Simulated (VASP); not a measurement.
# ZnS2 (Pa-3) in VASP: single point with PBEsol

Aim: the single point of ZnS2 with PBEsol.

All numbers are computed with VASP 6.6.1; they aren't measurements. Logs are shortened: lines on timing, memory, paths and dates and some standing lists are left out, and cuts for length are marked.

## (1) The cell of the first run

The structure is cubic, space group Pa-3 (No. 205). The conventional cell has a = 5.888 Å, b = 5.888 Å, c = 5.888 Å, α = 90.00°, β = 90.00°, γ = 90.00°. Within 3.3 Å of Zn (site symmetry -3) lie 6 S at 2.49 Å. Within 2.7 Å of S (site symmetry 3) lie 1 S at 2.08 Å and 3 Zn at 2.49 Å.

## (2) Single point, PBEsol

File INCAR:

```
SYSTEM = ZnS2
PREC = Accurate
ENCUT = 520
EDIFF = 1E-7
ISMEAR = 0
SIGMA = 0.05
LREAL = .False.
LASPH = .True.
NELM = 60
ALGO = Normal
ISIF = 2
LWAVE = .False.
LCHARG = .True.
GGA = PS
LELF = .True.
LVHAR = .True.
NBANDS = 60
```

File KPOINTS:

```
regular mesh
0
Gamma
  6 6 6
  0 0 0
```

File POSCAR:

```
ZnS2
1.0
    5.8880393213      0.0000000000      0.0000000000
    0.0000000000      5.8880393213      0.0000000000
    0.0000000000      0.0000000000      5.8880393213
Zn S
4 8
Direct
    0.5000000000      0.5000000000      0.0000000000
    0.5000000000      0.0000000000      0.5000000000
    0.0000000000      0.5000000000      0.5000000000
    0.0000000000      0.0000000000      0.0000000000
    0.1017506368      0.8982493632      0.3982493632
    0.8982493632      0.3982493632      0.1017506368
    0.3982493632      0.1017506368      0.8982493632
    0.6017506368      0.6017506368      0.6017506368
    0.8982493632      0.1017506368      0.6017506368
    0.1017506368      0.6017506368      0.8982493632
    0.6017506368      0.8982493632      0.1017506368
    0.3982493632      0.3982493632      0.3982493632
```

Potentials or basis: VASP PAW PBE potentials, release 64 (Zn, S).

On the command line:

```sh
$ cat potpaw_PBE.64/Zn/POTCAR potpaw_PBE.64/S/POTCAR > POTCAR
$ mpirun -np 1 vasp_std > vasp.out
```

OUTCAR:

```text
SYSTEM = ZnS2
   PREC = Accurate
   ENCUT = 520
   EDIFF = 1E-7
   ISMEAR = 0
   LREAL = .False.
   LASPH = .True.
   NELM = 60
   ISIF = 2
   GGA = PS

 ion  position               nearest neighbor table
   1  0.500  0.500  0.000-   6 2.49   7 2.49   8 2.49  10 2.49  11 2.49  12 2.49
   2  0.500  0.000  0.500-   5 2.49   7 2.49   8 2.49   9 2.49  11 2.49  12 2.49
   3  0.000  0.500  0.500-   5 2.49   6 2.49   8 2.49   9 2.49  10 2.49  12 2.49
   4  0.000  0.000  0.000-   5 2.49   6 2.49   7 2.49   9 2.49  10 2.49  11 2.49
   5  0.102  0.898  0.398-   9 2.08   3 2.49   4 2.49   2 2.49
   6  0.898  0.398  0.102-  10 2.08   3 2.49   4 2.49   1 2.49
   7  0.398  0.102  0.898-  11 2.08   2 2.49   4 2.49   1 2.49
   8  0.602  0.602  0.602-  12 2.08   2 2.49   3 2.49   1 2.49
   9  0.898  0.102  0.602-   5 2.08   3 2.49   4 2.49   2 2.49
  10  0.102  0.602  0.898-   6 2.08   3 2.49   4 2.49   1 2.49
  11  0.602  0.898  0.102-   7 2.08   2 2.49   4 2.49   1 2.49
  12  0.398  0.398  0.398-   8 2.08   2 2.49   3 2.49   1 2.49

  LATTYP: Found a simple cubic cell.
 ALAT       =     5.8880393213

  Lattice vectors:

 A1 = (   5.8880393213,   0.0000000000,   0.0000000000)
 A2 = (   0.0000000000,   5.8880393213,   0.0000000000)
 A3 = (   0.0000000000,   0.0000000000,   5.8880393213)

Analysis of symmetry for initial positions (statically):
=====================================================================
 Subroutine PRICEL returns:
 Original cell was already a primitive cell.

 Routine SETGRP: Setting up the symmetry group for a
 simple cubic supercell.

 Subroutine GETGRP returns: Found 24 space group operations
 (whereof  6 operations were pure point group operations)
 out of a pool of 48 trial point group operations.

The static configuration has the point symmetry S_6 .
 The point group associated with its full space group is T_h .

Analysis of symmetry for dynamics (positions and initial velocities):
=====================================================================
 Subroutine PRICEL returns:
 Original cell was already a primitive cell.

 Routine SETGRP: Setting up the symmetry group for a
 simple cubic supercell.

 Subroutine GETGRP returns: Found 24 space group operations
 (whereof  6 operations were pure point group operations)
 out of a pool of 48 trial point group operations.

The dynamic configuration has the point symmetry S_6 .
 The point group associated with its full space group is T_h .

 Subroutine INISYM returns: Found 24 space group operations
 (whereof  6 operations are pure point group operations),
 and found     1 'primitive' translations

----------------------------------------------------------------------------------------

                                     Primitive cell

  volume of cell :     204.1325

  direct lattice vectors                    reciprocal lattice vectors
     5.888039321  0.000000000  0.000000000     0.169835822  0.000000000  0.000000000
     0.000000000  5.888039321  0.000000000     0.000000000  0.169835822  0.000000000
     0.000000000  0.000000000  5.888039321     0.000000000  0.000000000  0.169835822

  length of vectors
     5.888039321  5.888039321  5.888039321     0.169835822  0.169835822  0.169835822

  position of ions in fractional coordinates (direct lattice)
     0.500000000  0.500000000  0.000000000
     0.500000000  0.000000000  0.500000000
     0.000000000  0.500000000  0.500000000
     0.000000000  0.000000000  0.000000000
     0.101750637  0.898249363  0.398249363
     0.898249363  0.398249363  0.101750637
     0.398249363  0.101750637  0.898249363
     0.601750637  0.601750637  0.601750637
     0.898249363  0.101750637  0.601750637
     0.101750637  0.601750637  0.898249363
     0.601750637  0.898249363  0.101750637
     0.398249363  0.398249363  0.398249363

  ion indices of the primitive-cell ions
   primitive index   ion index
                 1           1
                 2           2
                 3           3
                 4           4
                 5           5
                 6           6
                 7           7
                 8           8
                 9           9
                10          10
                11          11
                12          12

----------------------------------------------------------------------------------------

 KPOINTS: regular mesh

Automatic generation of k-mesh.
 Grid dimensions read from file:
 generate k-points for:    6    6    6

 Generating k-lattice:

  Cartesian coordinates                     Fractional coordinates (reciprocal lattice)
     0.028305970  0.000000000  0.000000000     0.166666667  0.000000000  0.000000000
     0.000000000  0.028305970  0.000000000     0.000000000  0.166666667  0.000000000
     0.000000000  0.000000000  0.028305970     0.000000000  0.000000000  0.166666667

  Length of vectors
     0.028305970  0.028305970  0.028305970

  Shift w.r.t. Gamma in fractional coordinates (k-lattice)
     0.000000000  0.000000000  0.000000000

 Subroutine IBZKPT returns following result:
 ===========================================

 Found     24 irreducible k-points:

 Following reciprocal coordinates:
            Coordinates               Weight
  0.000000  0.000000  0.000000      1.000000
  0.166667  0.000000  0.000000      6.000000
  0.333333  0.000000  0.000000      6.000000
  0.500000  0.000000  0.000000      3.000000
  0.166667  0.166667  0.000000     12.000000
  0.333333  0.166667  0.000000     12.000000
[... 16 lines left out ...]
  0.500000  0.500000  0.333333      6.000000
  0.500000  0.500000  0.500000      1.000000
   k-points           NKPTS =     24   k-points in BZ     NKDIM =     24   number of bands    NBANDS=     60
   number of dos      NEDOS =    301   number of ions     NIONS =     12
   total plane-waves  NPLWV = 110592
   dimension x,y,z NGX =    48 NGY =   48 NGZ =   48
   dimension x,y,z NGXF=    96 NGYF=   96 NGZF=   96
   ions per type =               4   8
   NGX,Y,Z   is equivalent  to a cutoff of  13.55, 13.55, 13.55 a.u.
   NGXF,Y,Z  is equivalent  to a cutoff of  27.11, 27.11, 27.11 a.u.
 SYSTEM =  ZnS2
   PREC   = accura    normal or accurate (medium, high low for compatibility)
   ISTART =      0    job   : 0-new  1-cont  2-samecut
   ICHARG =      2    charge: 1-file 2-atom 10-const
   ISPIN  =      1    spin polarized calculation?
   LNONCOLLINEAR =      F non collinear calculations
   LSORBIT =      F    spin-orbit coupling
   LASPH  =      T    aspherical Exc in radial PAW
   ENCUT  =  520.0 eV  38.22 Ry    6.18 a.u.  10.95 10.95 10.95*2*pi/ulx,y,z
   NELM   =     60;   NELMIN=  2; NELMDL= -5     # of ELM steps
   EDIFF  = 0.1E-06   stopping-criterion for ELM
   LREAL  =      F    real-space projection
   EDIFFG = 0.1E-05   stopping-criterion for IOM
   NSW    =      0    number of steps for IOM
   IBRION =     -1    ionic relax: 0-MD 1-quasi-New 2-CG
   NFREE  =      0    steps in history (QN), initial steepest desc. (CG)
   ISIF   =      2    stress and relaxation
   ISYM   =      2    0-nonsym 1-usesym 2-fastsym
   POTIM  = 0.5000    time-step for ionic-motion
   TEBEG  =    0.0;   TEEND  =   0.0 temperature during run
   PSTRESS=    0.0 pullay stress
   NELECT =      96.0000    total number of electrons
   NUPDOWN=      -1.0000    fix difference up-down
   EMIN   =  10.00;   EMAX   =-10.00  energy-range for DOS
   EFERMI =   0.00;   METHOD = LEGACY
   ISMEAR =     0;   SIGMA  =   0.05  broadening in eV -4-tet -1-fermi 0-gaus
   EFERMI_NEDOS =   21; number of points for ismear=-14 and -15
   IALGO  =     38    algorithm
   IMIX   =      4    mixing-type and parameters
     AMIX     =   0.40;   BMIX     =  1.00
     AMIX_MAG =   1.60;   BMIX_MAG =  1.00
  volume/ion in A,a.u.               =      17.01       114.80
  Fermi-wavevector in a.u.,A,eV,Ry     =   1.273096  2.405803 22.051967  1.620774
  Thomas-Fermi vector in A             =   2.405938
   LORBIT       =      0    0 simple, 1 ext, 2 COOP (PROOUT), +10 PAW based schemes
   GGA     = PS    functional components
   LHFCALC =     F    Hartree Fock is set to
   AEXX    =    0.0000 exact exchange contribution
   IVDW    =     0    specifies the selected vdW correction
   LEPSILON=     F    determine dielectric tensor
   LRPA    =     F    only Hartree local field effects (RPA)
 non-spin polarized calculation
 Gauss-broadening in eV      SIGMA  =   0.05
  energy-cutoff  :      520.00
  volume of cell :      204.13
 maximum number of plane-waves:      5534
 NGX is ok and might be reduce to    48
   NGX = 21   NGY = 21   NGZ = 21

 number of electron      95.9999972 magnetization

 Free energy of the ion-electron system (eV)
  ---------------------------------------------------
  ext. energy  EPLUGINS =         0.00000000
  ---------------------------------------------------
  free energy    TOTEN  =       -46.58888840 eV

  energy without entropy =      -46.58888840  energy(sigma->0) =      -46.58888840

 E-fermi :   5.4398     XC(G=0): -10.7250

 val. band max:        5.1802825639   @ k =   0.0000   0.0000   0.0000
 cond. band min:       6.6173394444   @ k =   0.1667   0.1667   0.1667
 fundamental gap:      1.4370568805
 Fermi energy:         5.4397882111

 k-point     1 :       0.0000    0.0000    0.0000
  band No.  band energies     occupation
      1     -11.1694      2.00000
      2     -10.0120      2.00000
      3     -10.0120      2.00000
      4     -10.0120      2.00000
      5      -6.6314      2.00000
      6      -6.6314      2.00000
[... 52 lines left out ...]
     59      10.2753      0.00000
     60      11.5447      0.00000

 k-point     2 :       0.1667    0.0000    0.0000
  band No.  band energies     occupation
      1     -11.1041      2.00000
      2     -10.1052      2.00000
      3     -10.0017      2.00000
      4     -10.0014      2.00000
      5      -6.6279      2.00000
      6      -6.6235      2.00000
[... 1383 lines left out ...]
      4     -10.2240      2.00000
      5      -6.8841      2.00000
      6      -6.8841      2.00000
[... 52 lines left out ...]
     59       9.8419      0.00000
     60       9.8419      0.00000

------------------------ aborting loop because EDIFF is reached ----------------------------------------

  FORCE on cell =-STRESS in cart. coord.  units (eV):
  Direction    XX          YY          ZZ          XY          YZ          ZX
  --------------------------------------------------------------------------------------
  -------------------------------------------------------------------------------------
  Total        0.0417291      0.0417291      0.0417291     -0.0000000     -0.0000000     -0.0000000
  in kB        0.3275197      0.3275197      0.3275197     -0.0000000     -0.0000000     -0.0000000
  external PRESSURE =       0.3275197 kB  Pullay stress =       0.0000000 kB

 VOLUME and BASIS-vectors are now :
 -----------------------------------------------------------------------------
  energy-cutoff  :      520.00
  volume of cell :      204.13
      direct lattice vectors                 reciprocal lattice vectors
     5.888039321  0.000000000  0.000000000     0.169835822  0.000000000  0.000000000
     0.000000000  5.888039321  0.000000000     0.000000000  0.169835822  0.000000000
     0.000000000  0.000000000  5.888039321     0.000000000  0.000000000  0.169835822

 POSITION                                       TOTAL-FORCE (eV/Angst)
 -----------------------------------------------------------------------------------
      2.94402      2.94402      0.00000         0.000000     -0.000000     -0.000000
      2.94402      0.00000      2.94402         0.000000     -0.000000     -0.000000
      0.00000      2.94402      2.94402         0.000000     -0.000000     -0.000000
      0.00000      0.00000      0.00000         0.000000     -0.000000     -0.000000
      0.59911      5.28893      2.34491        -0.049747      0.049747      0.049747
      5.28893      2.34491      0.59911         0.049747      0.049747     -0.049747
      2.34491      0.59911      5.28893         0.049747     -0.049747      0.049747
      3.54313      3.54313      3.54313        -0.049747     -0.049747     -0.049747
      5.28893      0.59911      3.54313         0.049747     -0.049747     -0.049747
      0.59911      3.54313      5.28893        -0.049747     -0.049747      0.049747
      3.54313      5.28893      0.59911        -0.049747      0.049747     -0.049747
      2.34491      2.34491      2.34491         0.049747      0.049747      0.049747
 -----------------------------------------------------------------------------------
    total drift:                               -0.000000      0.000000     -0.000000

  FREE ENERGIE OF THE ION-ELECTRON SYSTEM (eV)
  ---------------------------------------------------
  free  energy   TOTEN  =       -46.5888883988 eV

  energy  without entropy=      -46.5888883988  energy(sigma->0) =      -46.58888840
```

Wall time 8.2 min (1 thread of Intel Xeon Platinum 8375C at 2.90GHz (Ice Lake), shared host); peak memory 0.43 GiB.

What came out:

```yaml
Free_energy: -46.5889 eV
Pressure: 0.0 GPa
Largest_force: 0.086 eV/Å
Band_gap_on_the_k_mesh: 1.44 eV (least direct gap 1.50 eV)
```

Forces in eV/Å, atoms in the order of the input:
```
Zn   0.000  0.000  0.000
Zn   0.000  0.000  0.000
Zn   0.000  0.000  0.000
Zn   0.000  0.000  0.000
S   -0.050  0.050  0.050
S    0.050  0.050 -0.050
S    0.050 -0.050  0.050
S   -0.050 -0.050 -0.050
S    0.050 -0.050 -0.050
S   -0.050 -0.050  0.050
S   -0.050  0.050 -0.050
S    0.050  0.050  0.050
```

Caveat: the PAW data sets were made with another functional, which shifts forces and pressure a little. A k mesh can miss the band edges.
